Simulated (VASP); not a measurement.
# Te2As (I4/mcm) in VASP: single point with PBE

Aim: the single point of Te2As with PBE.

Everything below comes from runs of VASP 6.6.1. Logs are shortened: lines on timing, memory, paths and dates and some standing lists are left out, and cuts for length are marked.

## 1. The cell of the first run

Symmetry: I4/mcm, No. 140, tetragonal system. The conventional cell has a = 6.713 Å, b = 6.713 Å, c = 7.222 Å, α = 90.00°, β = 90.00°, γ = 90.00°. Te (site symmetry m2m) has 11 Te at 2.96 to 4.17 Å and 4 As at 3.11 Å within 4.2 Å. As (site symmetry 422) has 8 Te at 3.11 Å and 2 As at 3.61 Å within 4.1 Å.

The cell was generated, and may not be a known phase.

## 2. Single point, PBE

The input, INCAR:

```
PREC = Accurate ; ENCUT = 500
EDIFF = 1E-6 ; ISMEAR = 0
SIGMA = 0.2 ; LREAL = False
LASPH = True ; NELM = 120
ALGO = Normal ; ISIF = 2
LWAVE = False ; LCHARG = True
GGA = PE ; LELF = True
LVHAR = True ; NBANDS = 26
GGA_COMPAT = False
```

The input, KPOINTS:

```
Automatic mesh
0
Gamma
  3 3 3
```

The input, POSCAR:

```
Te2As
1.0
   -3.3566606017      3.3566606017      3.6107978723
    3.3566606017     -3.3566606017      3.6107978723
    3.3566606017      3.3566606017     -3.6107978723
Te As
4 2
Direct
    0.1557242583      0.6557242583      0.8114485165
    0.6557242583      0.8442757417      0.5000000000
    0.8442757417      0.3442757417      0.1885514835
    0.3442757417      0.1557242583      0.5000000000
    0.7500000000      0.7500000000      0.0000000000
    0.2500000000      0.2500000000      0.0000000000
```

Potentials or basis: VASP PAW PBE potentials, release 64 (Te, As).

Started as:

```
$ cat potpaw_PBE.64/Te/POTCAR potpaw_PBE.64/As/POTCAR > POTCAR
$ mpirun -np 1 vasp_std > vasp.out
```

OUTCAR:

```text
PREC = Accurate
   ENCUT = 500
   EDIFF = 1E-6
   ISMEAR = 0
   LREAL = False
   LASPH = True
   NELM = 120
   ISIF = 2
   GGA = PE

 ion  position               nearest neighbor table
   1  0.156  0.656  0.811-   3 2.96   6 3.11   5 3.11   6 3.11   5 3.11   4 3.59   2 3.59   4 3.59
                             2 3.59
   2  0.656  0.844  0.500-   4 2.96   6 3.11   5 3.11   5 3.11   6 3.11   3 3.59   1 3.59   3 3.59
                             1 3.59
   3  0.844  0.344  0.189-   1 2.96   5 3.11   6 3.11   5 3.11   6 3.11   2 3.59   4 3.59   2 3.59
                             4 3.59
   4  0.344  0.156  0.500-   2 2.96   5 3.11   6 3.11   6 3.11   5 3.11   3 3.59   1 3.59   3 3.59
                             1 3.59
   5  0.750  0.750  0.000-   3 3.11   1 3.11   2 3.11   2 3.11   4 3.11   4 3.11   3 3.11   1 3.11

   6  0.250  0.250  0.000-   3 3.11   1 3.11   4 3.11   4 3.11   2 3.11   2 3.11   1 3.11   3 3.11

  LATTYP: Found a body centered tetragonal cell.
 ALAT       =     6.7133212034
 C/A-ratio  =     1.0757113396

  Lattice vectors:

 A1 = (  -3.3566606017,   3.3566606017,   3.6107978723)
 A2 = (   3.3566606017,  -3.3566606017,   3.6107978723)
 A3 = (   3.3566606017,   3.3566606017,  -3.6107978723)

Analysis of symmetry for initial positions (statically):
=====================================================================
 Subroutine PRICEL returns:
 Original cell was already a primitive cell.

 Routine SETGRP: Setting up the symmetry group for a
 body centered tetragonal supercell.

 Subroutine GETGRP returns: Found 16 space group operations
 (whereof  8 operations were pure point group operations)
 out of a pool of 16 trial point group operations.

The static configuration has the point symmetry C_4h.
 The point group associated with its full space group is D_4h.

Analysis of symmetry for dynamics (positions and initial velocities):
=====================================================================
 Subroutine PRICEL returns:
 Original cell was already a primitive cell.

 Routine SETGRP: Setting up the symmetry group for a
 body centered tetragonal supercell.

 Subroutine GETGRP returns: Found 16 space group operations
 (whereof  8 operations were pure point group operations)
 out of a pool of 16 trial point group operations.

The dynamic configuration has the point symmetry C_4h.
 The point group associated with its full space group is D_4h.

 Subroutine INISYM returns: Found 16 space group operations
 (whereof  8 operations are pure point group operations),
 and found     1 'primitive' translations

----------------------------------------------------------------------------------------

                                     Primitive cell

  volume of cell :     162.7339

  direct lattice vectors                    reciprocal lattice vectors
    -3.356660602  3.356660602  3.610797872     0.000000000  0.148957568  0.138473550
     3.356660602 -3.356660602  3.610797872     0.148957568  0.000000000  0.138473550
     3.356660602  3.356660602 -3.610797872     0.148957568  0.148957568  0.000000000

  length of vectors
     5.964243629  5.964243629  5.964243629     0.203379648  0.203379648  0.210657813

  position of ions in fractional coordinates (direct lattice)
     0.155724258  0.655724258  0.811448517
     0.655724258  0.844275742  0.500000000
     0.844275742  0.344275742  0.188551483
     0.344275742  0.155724258  0.500000000
     0.750000000  0.750000000  0.000000000
     0.250000000  0.250000000  0.000000000

  ion indices of the primitive-cell ions
   primitive index   ion index
                 1           1
                 2           2
                 3           3
                 4           4
                 5           5
                 6           6

----------------------------------------------------------------------------------------

 KPOINTS: Automatic mesh

Automatic generation of k-mesh.
 Grid dimensions read from file:
 generate k-points for:    3    3    3

 Generating k-lattice:

  Cartesian coordinates                     Fractional coordinates (reciprocal lattice)
     0.000000000  0.049652523  0.046157850     0.333333333  0.000000000  0.000000000
     0.049652523  0.000000000  0.046157850     0.000000000  0.333333333  0.000000000
     0.049652523  0.049652523  0.000000000     0.000000000  0.000000000  0.333333333

  Length of vectors
     0.067793216  0.067793216  0.070219271

  Shift w.r.t. Gamma in fractional coordinates (k-lattice)
     0.000000000  0.000000000  0.000000000

 Subroutine IBZKPT returns following result:
 ===========================================

 Found      6 irreducible k-points:

 Following reciprocal coordinates:
            Coordinates               Weight
  0.000000  0.000000  0.000000      1.000000
  0.333333 -0.000000  0.000000      8.000000
  0.333333  0.333333  0.000000      8.000000
 -0.333333  0.333333  0.000000      4.000000
 -0.333333  0.333333  0.333333      4.000000
 -0.333333 -0.333333  0.333333      2.000000
   k-points           NKPTS =      6   k-points in BZ     NKDIM =      6   number of bands    NBANDS=     26
   number of dos      NEDOS =    301   number of ions     NIONS =      6
   total plane-waves  NPLWV = 110592
   dimension x,y,z NGX =    48 NGY =   48 NGZ =   48
   dimension x,y,z NGXF=    96 NGYF=   96 NGZF=   96
   ions per type =               4   2
   NGX,Y,Z   is equivalent  to a cutoff of  13.38, 13.38, 13.38 a.u.
   NGXF,Y,Z  is equivalent  to a cutoff of  26.76, 26.76, 26.76 a.u.
 SYSTEM =  unknown system
   PREC   = accura    normal or accurate (medium, high low for compatibility)
   ISTART =      0    job   : 0-new  1-cont  2-samecut
   ICHARG =      2    charge: 1-file 2-atom 10-const
   ISPIN  =      1    spin polarized calculation?
   LNONCOLLINEAR =      F non collinear calculations
   LSORBIT =      F    spin-orbit coupling
   LASPH  =      T    aspherical Exc in radial PAW
   ENCUT  =  500.0 eV  36.75 Ry    6.06 a.u.  10.87 10.87 10.87*2*pi/ulx,y,z
   NELM   =    120;   NELMIN=  2; NELMDL= -5     # of ELM steps
   EDIFF  = 0.1E-05   stopping-criterion for ELM
   LREAL  =      F    real-space projection
[... 7 lines left out ...]
   TEBEG  =    0.0;   TEEND  =   0.0 temperature during run
   PSTRESS=    0.0 pullay stress
   NELECT =      34.0000    total number of electrons
   NUPDOWN=      -1.0000    fix difference up-down
   EMIN   =  10.00;   EMAX   =-10.00  energy-range for DOS
   EFERMI =   0.00;   METHOD = LEGACY
   ISMEAR =     0;   SIGMA  =   0.20  broadening in eV -4-tet -1-fermi 0-gaus
   EFERMI_NEDOS =   21; number of points for ismear=-14 and -15
   IALGO  =     38    algorithm
   IMIX   =      4    mixing-type and parameters
     AMIX     =   0.40;   BMIX     =  1.00
     AMIX_MAG =   1.60;   BMIX_MAG =  1.00
  volume/ion in A,a.u.               =      27.12       183.03
  Fermi-wavevector in a.u.,A,eV,Ry     =   0.971423  1.835724 12.839314  0.943663
  Thomas-Fermi vector in A             =   2.101639
   LORBIT       =      0    0 simple, 1 ext, 2 COOP (PROOUT), +10 PAW based schemes
   GGA     = PE    functional components
   LHFCALC =     F    Hartree Fock is set to
   AEXX    =    0.0000 exact exchange contribution
   IVDW    =     0    specifies the selected vdW correction
   LEPSILON=     F    determine dielectric tensor
   LRPA    =     F    only Hartree local field effects (RPA)
 non-spin polarized calculation
 Gauss-broadening in eV      SIGMA  =   0.20
  energy-cutoff  :      500.00
  volume of cell :      162.73
 maximum number of plane-waves:      4177
 NGX is ok and might be reduce to    48
   NGX = 21   NGY = 21   NGZ = 21

 number of electron      33.9999998 magnetization

 Free energy of the ion-electron system (eV)
  ---------------------------------------------------
  ext. energy  EPLUGINS =         0.00000000
  ---------------------------------------------------
  free energy    TOTEN  =       -20.05897129 eV

  energy without entropy =      -19.91954003  energy(sigma->0) =      -19.98925566

 E-fermi :   6.8786     XC(G=0):  -9.8794

 val. band max:        6.8291010462   @ k =  -0.3333   0.3333   0.0000
 cond. band min:       6.9093388736   @ k =   0.0000   0.0000   0.0000
 fundamental gap:      0.0802378274
 Fermi energy:         6.8786465378

 k-point     1 :       0.0000    0.0000    0.0000
  band No.  band energies     occupation
      1      -7.2155      2.00000
      2      -4.2033      2.00000
      3      -3.5594      2.00000
      4      -3.5436      2.00000
      5      -3.5436      2.00000
      6      -2.5352      2.00000
[... 18 lines left out ...]
     25      10.4375      0.00000
     26      13.3622      0.00000

 k-point     2 :       0.3333   -0.0000    0.0000
  band No.  band energies     occupation
      1      -6.6373      2.00000
      2      -5.1065      2.00000
      3      -4.0782      2.00000
      4      -3.9000      2.00000
      5      -3.2263      2.00000
      6      -2.7615      2.00000
[... 18 lines left out ...]
     25      11.6628      0.00000
     26      12.4311      0.00000

 k-point     3 :       0.3333    0.3333    0.0000
  band No.  band energies     occupation
      1      -5.6694      2.00000
      2      -5.4944      2.00000
      3      -5.3099      2.00000
      4      -4.2523      2.00000
      5      -2.8967      2.00000
      6      -2.5053      2.00000
[... 18 lines left out ...]
     25      12.2364      0.00000
     26      12.5915      0.00000

 k-point     4 :      -0.3333    0.3333    0.0000
  band No.  band energies     occupation
      1      -6.5629      2.00000
      2      -4.7981      2.00000
      3      -4.6836      2.00000
      4      -3.7687      2.00000
      5      -3.7427      2.00000
      6      -2.1208      2.00000
[... 18 lines left out ...]
     25      10.7789      0.00000
     26      13.1003      0.00000

 k-point     5 :      -0.3333    0.3333    0.3333
  band No.  band energies     occupation
      1      -5.9266      2.00000
      2      -5.3717      2.00000
      3      -4.3800      2.00000
      4      -4.0728      2.00000
      5      -3.9512      2.00000
      6      -3.0336      2.00000
[... 18 lines left out ...]
     25      11.9232      0.00000
     26      12.3689      0.00000

 k-point     6 :      -0.3333   -0.3333    0.3333
  band No.  band energies     occupation
      1      -6.2674      2.00000
      2      -4.5072      2.00000
      3      -4.4519      2.00000
      4      -4.0960      2.00000
      5      -4.0960      2.00000
      6      -3.3803      2.00000
[... 18 lines left out ...]
     25      10.5983      0.00000
     26      12.8115      0.00000

------------------------ aborting loop because EDIFF is reached ----------------------------------------

  FORCE on cell =-STRESS in cart. coord.  units (eV):
  Direction    XX          YY          ZZ          XY          YZ          ZX
  --------------------------------------------------------------------------------------
  -------------------------------------------------------------------------------------
  Total        0.3677861      0.3677861      0.7062285      0.0000000      0.0000000      0.0000000
  in kB        3.6209948      3.6209948      6.9530894      0.0000000      0.0000000      0.0000000
  external PRESSURE =       4.7316930 kB  Pullay stress =       0.0000000 kB

 VOLUME and BASIS-vectors are now :
 -----------------------------------------------------------------------------
  energy-cutoff  :      500.00
  volume of cell :      162.73
      direct lattice vectors                 reciprocal lattice vectors
    -3.356660602  3.356660602  3.610797872     0.000000000  0.148957568  0.138473550
     3.356660602 -3.356660602  3.610797872     0.148957568  0.000000000  0.138473550
     3.356660602  3.356660602 -3.610797872     0.148957568  0.148957568  0.000000000

 POSITION                                       TOTAL-FORCE (eV/Angst)
 -----------------------------------------------------------------------------------
      4.40209      1.04543      0.00000        -0.016108     -0.016108     -0.000000
      2.31123      1.04543      3.61080         0.016108     -0.016108      0.000000
     -1.04543      2.31123      3.61080         0.016108      0.016108      0.000000
      1.04543      2.31123      0.00000        -0.016108      0.016108     -0.000000
      0.00000      0.00000      5.41620         0.000000      0.000000      0.000000
      0.00000      0.00000      1.80540        -0.000000      0.000000      0.000000
 -----------------------------------------------------------------------------------
    total drift:                               -0.000000      0.000000     -0.000000

  FREE ENERGIE OF THE ION-ELECTRON SYSTEM (eV)
  ---------------------------------------------------
  free  energy   TOTEN  =       -20.0589712865 eV

  energy  without entropy=      -19.9195400325  energy(sigma->0) =      -19.98925566
```

Run time: 37 s. Hardware: 1 thread of Intel Xeon 8259CL, shared host; peak memory 0.31 GiB.

What came out:

```yaml
Free_energy: -20.0590 eV
Pressure: 0.5 GPa
Largest_force: 0.023 eV/Å
Band_gap_on_the_k_mesh: zero (bands 17 and 18 overlap by 0.64 eV)
```

Forces in eV/Å, atoms in the order of the input:
```
Te  -0.016 -0.016  0.000
Te   0.016 -0.016  0.000
Te   0.016  0.016  0.000
Te  -0.016  0.016  0.000
As   0.000  0.000  0.000
As   0.000  0.000  0.000
```

Caveat: the k points lie up to 0.43 Å⁻¹ apart, too coarse for converged energies and pressures of a metal; spin-orbit coupling is left out, which moves the levels of the heavy elements.

The gap in the log of VASP goes by the Fermi energy; the results here count the filled bands.